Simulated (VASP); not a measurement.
# Si22PO48 (a cell with a defect) in VASP: single point with PBE

Aim: the single point of Si22PO48 (a cell with a defect) with PBE.

All numbers are computed with VASP 6.6.1; they aren't measurements. Logs are shortened: lines on timing, memory, paths and dates and some standing lists are left out, and cuts for length are marked.

### 1 The cell of the first run

The cell holds a defect, 71 atoms: a = 10.042 Å, b = 10.042 Å, c = 11.019 Å, α = 90.00°, β = 90.00°, γ = 120.00°.

### 2 Single point, PBE, collinear spin

INCAR reads:

```
SYSTEM = Si22PO48
ALGO = Normal
EDIFF = 1E-6
ENCUT = 520
GGA = PE
GGA_COMPAT = .False.
ISIF = 2
ISMEAR = 0
ISPIN = 2
LASPH = .True.
LCHARG = .False.
LORBIT = 11
LREAL = Auto
LWAVE = .False.
MAGMOM = 0 0 0 0 0 0 0 0 0 0 0 0 0 0 0 0 0 0 0 0 0 0 0 0 0.69 0 0.05 0 0 0.01 0 0.79 0 0.72 0.03 0.01 0 0 0.06 0 0.02 0 0 0 0 0 0 0 0 0 0 0 0 0.02 0 0.05 0 0.04 0.02 0 0 0 0 0 0 0 0 0 0 0 0
NBANDS = 236
NELM = 200
NUPDOWN = 3.0
PREC = Accurate
SIGMA = 0.01
```

KPOINTS reads:

```
k-points
0
Gamma
  1 1 1
  0 0 0
```

POSCAR reads:

```
Si22PO48
1.0
   10.0416380600      0.0000000000      0.0000000000
   -5.0208190300      8.6963136500      0.0000000000
    0.0000000000      0.0000000000     11.0185484200
Si P O
22 1 48
Direct
    0.0004465475      0.2444105817      0.1710786552
    0.2593508094      0.2587840812      0.0013069034
    0.0113528747      0.2447041680      0.6622164393
    0.2369502426     -0.0054765678      0.8385223523
   -0.0030067654      0.7307113738      0.1646334378
    0.2581743106      0.7525001386      0.0024168416
    0.2370899888      0.5020021922      0.3453225553
   -0.0012678882      0.7372995019      0.6665241098
    0.2618164436      0.7708647364      0.4962469354
    0.2516544015      0.5040480520      0.8321554160
    0.4964996397      0.2253493722      0.1675481991
    0.7651112684      0.2651423393      0.0005096127
    0.7391535086     -0.0009811712      0.3334125250
    0.4883240920      0.2389800090      0.6705927485
    0.7552642439      0.2590060230      0.5019043458
    0.7551978811      0.0088124027      0.8299069402
    0.4974874914      0.7297105529      0.1747830292
    0.7611342722      0.7626993772      0.0030819696
    0.7348872154      0.4921873066      0.3331365903
    0.5066300748      0.7516540699      0.6620044135
    0.7615732062      0.7591124713      0.4960703831
    0.7375375557      0.5015961972      0.8337605597
    0.2394409632      0.0037246493      0.3259351165
    0.0829531416      0.3718028168      0.2779937069
    0.2763340497      0.4519965136      0.4784376212
    0.1218161194      0.2129404644      0.0979663833
    0.2093784384      0.1281931888      0.3585949146
    0.4109153573      0.2807758093      0.0724697865
    0.3744575274      0.0549416530      0.2284948783
    0.0976592585      0.3797811047      0.7619623045
    0.3038934050      0.4189341806      0.9319189418
    0.1311988801      0.2220637123      0.5708110461
    0.2029762157      0.1202026776      0.9025827928
    0.3887010599      0.2776399059      0.5706406123
    0.3755085446      0.0779871354      0.7400077432
    0.0932550250      0.8597996422      0.2700937788
    0.2899345976      0.9333478818      0.4338624392
    0.1152396985      0.6913077192      0.0967297863
    0.2107769337      0.6454808275      0.3867111074
    0.4100182690      0.7775412470      0.0741436294
    0.3790029786      0.5714858006      0.2467712565
    0.0800809103      0.8685246323      0.7710104757
    0.2911090075      0.9135931909      0.9406961231
    0.1270693072      0.7106842392      0.5979000812
    0.2090202121      0.6221379245      0.8986204418
    0.4199102962      0.8035608864      0.5625555038
    0.3902726009      0.5991394529      0.7374375577
    0.5784792405      0.3558527448      0.2718460294
    0.7990004220      0.4189573353      0.4332093246
    0.6206745542      0.1961597976      0.0953473760
    0.7047717830      0.1213518889      0.4034523291
    0.9211888023      0.3071002473      0.0742952326
    0.8682886712      0.0831005235      0.2285284267
    0.5766120774      0.3758541782      0.7704303159
    0.7894158803      0.4224051762      0.9381970794
    0.6134425196      0.2132259111      0.5952370844
    0.7294365991      0.1406620516      0.8930174970
    0.9055461391      0.2875198498      0.5773721460
    0.9000737102      0.0844543292      0.7352288171
    0.5787865204      0.8699144560      0.2719480847
    0.8001468293      0.9179565394      0.4285649592
    0.6257044694      0.7033983038      0.1051632322
    0.7038766715      0.6195659288      0.3976224752
    0.9209734936      0.7981018935      0.0699821326
    0.8653299658      0.5756244199      0.2284284990
    0.5987100020      0.8942069760      0.7563183543
    0.7905066694      0.9198697090      0.9376810689
    0.6254491384      0.7115076980      0.5944913284
    0.7109198208      0.6316310923      0.8987196074
    0.9173016982      0.7902186642      0.5651798829
    0.8717941544      0.5776728018      0.7307299101
```

Potentials or basis: VASP PAW PBE potentials, release 64 (Si, P, O).

Run with:

```sh
cat potpaw_PBE.64/Si/POTCAR potpaw_PBE.64/P/POTCAR potpaw_PBE.64/O/POTCAR > POTCAR
mpirun -np 1 vasp_gam > vasp.out
```

OUTCAR:

```text
SYSTEM = Si22PO48
   EDIFF = 1E-6
   ENCUT = 520
   GGA = PE
   ISIF = 2
   ISMEAR = 0
   ISPIN = 2
   LASPH = .True.
   LORBIT = 11
   LREAL = Auto
   NELM = 200
   NUPDOWN = 3.0
   PREC = Accurate

 ion  position               nearest neighbor table
   1  0.000  0.244  0.171-  26 1.62  53 1.62  24 1.63  52 1.63  12 3.11  13 3.11   7 3.14   2 3.15

   2  0.259  0.259  0.001-  26 1.62  28 1.63  31 1.63  33 1.63   4 3.12  10 3.12   1 3.15
   3  0.011  0.245  0.662-  30 1.62  58 1.63  59 1.64  32 1.67  16 3.09  10 3.13
   4  0.237  0.995  0.839-  33 1.62  42 1.63  35 1.63  43 1.63  14 3.10   2 3.12   6 3.12   8 3.13
[... 25 lines left out ...]
  21  0.762  0.759  0.496-  68 1.62  61 1.62  70 1.62  63 1.63  13 3.10  20 3.12  19 3.12   8 3.13

  22  0.738  0.502  0.834-  69 1.62  55 1.63  54 1.63  71 1.63   8 3.11  12 3.12  18 3.13  14 3.14

  23  0.239  0.004  0.326-  27 1.47  36 1.58  37 1.59  29 1.60  11 2.99
  24  0.083  0.372  0.278-   7 1.62   1 1.63
  25  0.276  0.452  0.478-   7 1.66
  26  0.122  0.213  0.098-   2 1.62   1 1.62
  27  0.209  0.128  0.359-  23 1.47
  28  0.411  0.281  0.072-  11 1.62   2 1.63
  29  0.374  0.055  0.228-  23 1.60  11 1.67
  30  0.098  0.380  0.762-  10 1.62   3 1.62
  31  0.304  0.419  0.932-   2 1.63  10 1.63
  32  0.131  0.222  0.571-   3 1.67
  33  0.203  0.120  0.903-   4 1.62   2 1.63
  34  0.389  0.278  0.571-  14 1.66
  35  0.376  0.078  0.740-  14 1.63   4 1.63
  36  0.093  0.860  0.270-  23 1.58   5 1.65
  37  0.290  0.933  0.434-  23 1.59   9 1.66
  38  0.115  0.691  0.097-   5 1.61   6 1.62
  39  0.211  0.645  0.387-   9 1.63   7 1.65
  40  0.410  0.778  0.074-   6 1.62  17 1.63
[... 29 lines left out ...]
  70  0.917  0.790  0.565-   8 1.62  21 1.62
  71  0.872  0.578  0.731-   8 1.63  22 1.63

  LATTYP: Found a hexagonal cell.
 ALAT       =    10.0416380600
 C/A-ratio  =     1.0972859562

  Lattice vectors:

 A1 = (  10.0416380600,   0.0000000000,   0.0000000000)
 A2 = (  -5.0208190300,   8.6963136500,   0.0000000000)
 A3 = (   0.0000000000,   0.0000000000,  11.0185484200)

Analysis of symmetry for initial positions (statically):
=====================================================================
 Subroutine PRICEL returns:
 Original cell was already a primitive cell.

 Routine SETGRP: Setting up the symmetry group for a
 hexagonal supercell.

 Subroutine GETGRP returns: Found  1 space group operations
 (whereof  1 operations were pure point group operations)
 out of a pool of 24 trial point group operations.

The static configuration has the point symmetry C_1 .

Analysis of symmetry for dynamics (positions and initial velocities):
=====================================================================
 Subroutine PRICEL returns:
 Original cell was already a primitive cell.

 Routine SETGRP: Setting up the symmetry group for a
 hexagonal supercell.

 Subroutine GETGRP returns: Found  1 space group operations
 (whereof  1 operations were pure point group operations)
 out of a pool of 24 trial point group operations.

The dynamic configuration has the point symmetry C_1 .

Analysis of structural, dynamic, and magnetic symmetry:
=====================================================================
 Subroutine PRICEL returns:
 Original cell was already a primitive cell.

 Routine SETGRP: Setting up the symmetry group for a
 hexagonal supercell.

 Subroutine GETGRP returns: Found  1 space group operations
 (whereof  1 operations were pure point group operations)
 out of a pool of 24 trial point group operations.

The overall configuration has the point symmetry C_1 .

 Subroutine INISYM returns: Found  1 space group operations
 (whereof  1 operations are pure point group operations),
 and found     1 'primitive' translations

----------------------------------------------------------------------------------------

                                     Primitive cell

  volume of cell :     962.1973
[... 209 lines left out ...]
   ISIF   =      2    stress and relaxation
   ISYM   =      2    0-nonsym 1-usesym 2-fastsym
   POTIM  = 0.5000    time-step for ionic-motion
   TEBEG  =    0.0;   TEEND  =   0.0 temperature during run
   PSTRESS=    0.0 pullay stress
   NELECT =     381.0000    total number of electrons
   NUPDOWN=       3.0000    fix difference up-down
   EMIN   =  10.00;   EMAX   =-10.00  energy-range for DOS
   EFERMI =   0.00;   METHOD = LEGACY
   ISMEAR =     0;   SIGMA  =   0.01  broadening in eV -4-tet -1-fermi 0-gaus
   EFERMI_NEDOS =   21; number of points for ismear=-14 and -15
   IALGO  =     38    algorithm
   IMIX   =      4    mixing-type and parameters
     AMIX     =   0.40;   BMIX     =  1.00
     AMIX_MAG =   1.60;   BMIX_MAG =  1.00
  volume/ion in A,a.u.               =      13.55        91.45
  Fermi-wavevector in a.u.,A,eV,Ry     =   1.202159  2.271750 19.662940  1.445185
  Thomas-Fermi vector in A             =   2.337948
   LORBIT       =     11    0 simple, 1 ext, 2 COOP (PROOUT), +10 PAW based schemes
   GGA     = PE    functional components
   LHFCALC =     F    Hartree Fock is set to
   AEXX    =    0.0000 exact exchange contribution
   IVDW    =     0    specifies the selected vdW correction
   LEPSILON=     F    determine dielectric tensor
   LRPA    =     F    only Hartree local field effects (RPA)
 spin polarized calculation
 Gauss-broadening in eV      SIGMA  =   0.01
  energy-cutoff  :      520.00
  volume of cell :      962.20
 maximum number of plane-waves:     12960
 NGX is ok and might be reduce to    80
   NGX = 37   NGY = 37   NGZ = 41

 number of electron     380.9999988 magnetization       3.0000049

 Free energy of the ion-electron system (eV)
  ---------------------------------------------------
  ext. energy  EPLUGINS =         0.00000000
  ---------------------------------------------------
  free energy    TOTEN  =      -548.09341777 eV

  energy without entropy =     -548.09341777  energy(sigma->0) =     -548.09341777

 E-fermi :   1.2064     XC(G=0):  -8.8264

 val. band max:        1.1499153382   @ k =   0.0000   0.0000   0.0000
 cond. band min:       1.4113744507   @ k =   0.0000   0.0000   0.0000
 fundamental gap:      0.2614591125
 Fermi energy:         0.9828631478

 spin component 1

 k-point     1 :       0.0000    0.0000    0.0000
  band No.  band energies     occupation
      1     -19.7920      1.00000
      2     -18.8175      1.00000
      3     -18.5623      1.00000
      4     -18.5364      1.00000
      5     -18.4710      1.00000
      6     -18.4288      1.00000
[... 194 lines left out ...]
    201       8.8491      0.00000
    202       8.9464      0.00000
 Fermi energy:         1.2064125733

 spin component 2

 k-point     1 :       0.0000    0.0000    0.0000
  band No.  band energies     occupation
      1     -19.7820      1.00000
      2     -18.8061      1.00000
      3     -18.5494      1.00000
      4     -18.5325      1.00000
      5     -18.4654      1.00000
      6     -18.4224      1.00000
[... 194 lines left out ...]
    201       8.8837      0.00000
    202       8.9694      0.00000
 [bands above 202 left out]

------------------------ aborting loop because EDIFF is reached ----------------------------------------

  FORCE on cell =-STRESS in cart. coord.  units (eV):
  Direction    XX          YY          ZZ          XY          YZ          ZX
  --------------------------------------------------------------------------------------
  -------------------------------------------------------------------------------------
  Total       -0.8351218     -2.0788495     -1.7016135     -1.6829681      2.8764969     -2.6478052
  in kB       -1.3905809     -3.4615411     -2.8333966     -2.8023497      4.7897225     -4.4089225
  external PRESSURE =      -2.5618395 kB  Pullay stress =       0.0000000 kB

 VOLUME and BASIS-vectors are now :
 -----------------------------------------------------------------------------
  energy-cutoff  :      520.00
  volume of cell :      962.20
      direct lattice vectors                 reciprocal lattice vectors
    10.041638060  0.000000000  0.000000000     0.099585346  0.057495626  0.000000000
    -5.020819030  8.696313650  0.000000000     0.000000000  0.114991253  0.000000000
     0.000000000  0.000000000 11.018548420     0.000000000  0.000000000  0.090756056

 POSITION                                       TOTAL-FORCE (eV/Angst)
 -----------------------------------------------------------------------------------
     -1.22266      2.12547      1.88504         0.002799     -0.007159      0.006508
      1.30500      2.25047      0.01440         0.006206     -0.005685      0.013653
     -1.11461      2.12802      7.29666        -0.040377      0.028567      0.034655
     -2.61395      8.64869      9.23930        -0.014963     -0.003117      0.007662
      6.34268      6.35450      1.81402         0.013168     -0.006147      0.017348
     -1.18567      6.54398      0.02663         0.000865      0.014843      0.002981
[... 63 lines left out ...]
      5.24367      6.87199      6.22746        -0.014240     -0.011928     -0.009510
      5.85385      5.02362      8.05158        -0.012198      0.002151      0.008534
 -----------------------------------------------------------------------------------
    total drift:                               -0.008367      0.026992      0.002383

  FREE ENERGIE OF THE ION-ELECTRON SYSTEM (eV)
  ---------------------------------------------------
  free  energy   TOTEN  =      -548.0934177687 eV

  energy  without entropy=     -548.0934177687  energy(sigma->0) =     -548.09341777

 total charge

# of ion       s       p       d       tot
------------------------------------------
    1        0.634   0.975   0.000   1.609
    2        0.634   0.977   0.000   1.611
    3        0.646   0.972   0.000   1.618
    4        0.636   0.976   0.000   1.612
    5        0.635   0.976   0.000   1.611
    6        0.638   0.984   0.000   1.622
[... 63 lines left out ...]
   70        1.547   3.693   0.000   5.240
   71        1.547   3.684   0.000   5.230
--------------------------------------------------
tot         89.377 198.399   0.000 287.776

 magnetization (x)

# of ion       s       p       d       tot
------------------------------------------
    1       -0.000  -0.000   0.000  -0.000
    2       -0.000  -0.000   0.000  -0.000
    3       -0.002  -0.002   0.000  -0.004
    4       -0.000  -0.000   0.000  -0.000
    5        0.000   0.000   0.000   0.000
    6        0.000  -0.000   0.000  -0.000
[... 63 lines left out ...]
   70        0.000   0.000   0.000   0.000
   71        0.000   0.000   0.000   0.000
--------------------------------------------------
tot          0.041   2.409   0.000   2.450
```

Wall time 24 min (1 thread of Intel Xeon 8259CL, shared host); peak memory 1.4 GiB.

Results:

```
Free energy                                           : -548.0934 eV
Pressure                                              : -0.3 GPa
Largest force                                         : 0.119 eV/Å
Net moment                                            : 3.00 μB per cell
Site moments                                          : Si -0.00, +0.00, -0.01 (each value once); P -0.00; O +0.00, +0.67, +0.05, +0.01, +0.76, +0.70, +0.03, +0.06, -0.00, +0.02, +0.04 (each value once) μB
Valence electrons inside the program's atomic spheres : Si 1.61, 1.62, 1.59, 1.60 (each value once); P 2.38; O 5.23, 4.88, 5.25, 5.11, 5.24, 5.21, 4.85, 4.86, 5.22 (each value once)
```

Forces on the atoms (eV/Å):
```
Si   0.003 -0.007  0.007
Si   0.006 -0.006  0.014
Si  -0.040  0.029  0.035
Si  -0.015 -0.003  0.008
Si   0.013 -0.006  0.017
Si   0.001  0.015  0.003
Si  -0.036 -0.013 -0.043
Si   0.007 -0.011 -0.002
Si   0.017  0.022  0.013
Si  -0.014  0.001 -0.031
Si   0.002 -0.010 -0.010
Si   0.008  0.016  0.001
Si   0.000  0.018 -0.004
Si   0.050 -0.034  0.028
Si   0.010  0.001  0.011
Si  -0.006 -0.008  0.010
Si   0.006 -0.012 -0.012
Si   0.002  0.021  0.003
Si   0.002 -0.002 -0.014
Si  -0.012 -0.016  0.001
Si   0.014  0.011 -0.005
Si  -0.004  0.006  0.001
P    0.006 -0.055  0.005
O    0.015  0.002 -0.006
O    0.022 -0.020  0.065
O   -0.003  0.017 -0.015
O    0.017 -0.022 -0.013
O   -0.008 -0.018  0.010
O   -0.069 -0.025  0.060
O    0.027 -0.008 -0.009
O   -0.008 -0.002  0.000
O    0.078 -0.001 -0.047
O    0.018  0.000  0.003
O   -0.052  0.014 -0.044
O   -0.014 -0.002  0.008
O    0.074  0.087  0.029
O   -0.063  0.027 -0.097
O    0.001  0.027 -0.017
O    0.013 -0.015 -0.012
O   -0.010 -0.011  0.007
O   -0.004  0.007  0.004
O    0.012 -0.003 -0.006
O   -0.002 -0.016  0.000
O   -0.008  0.012  0.010
O    0.009  0.003  0.002
O   -0.006 -0.018 -0.004
O   -0.017  0.005  0.014
O    0.012  0.002  0.002
O   -0.015  0.007 -0.020
O    0.002  0.008 -0.006
O    0.017 -0.007  0.009
O    0.011 -0.021  0.010
O   -0.012  0.010  0.007
O    0.006 -0.004 -0.012
O   -0.007 -0.016  0.003
O   -0.020  0.026 -0.002
O    0.011  0.006  0.002
O   -0.004 -0.017  0.002
O   -0.008  0.011 -0.001
O    0.008 -0.005  0.009
O   -0.014 -0.002 -0.014
O    0.004  0.012 -0.010
O    0.004  0.021  0.022
O   -0.005 -0.017  0.013
O   -0.013 -0.003  0.018
O    0.014 -0.007 -0.005
O   -0.009 -0.010  0.002
O   -0.008  0.013 -0.001
O    0.014  0.003 -0.005
O   -0.014 -0.012 -0.010
O   -0.012  0.002  0.009
```

Stress tensor (GPa, compression positive):
```
-0.14 -0.28 -0.44
-0.28 -0.35  0.48
-0.44  0.48 -0.28
```

Caveat: the k points lie up to 0.72 Å⁻¹ apart; the total moment is fixed, so each spin has its own Fermi level and the state may be an excited one.
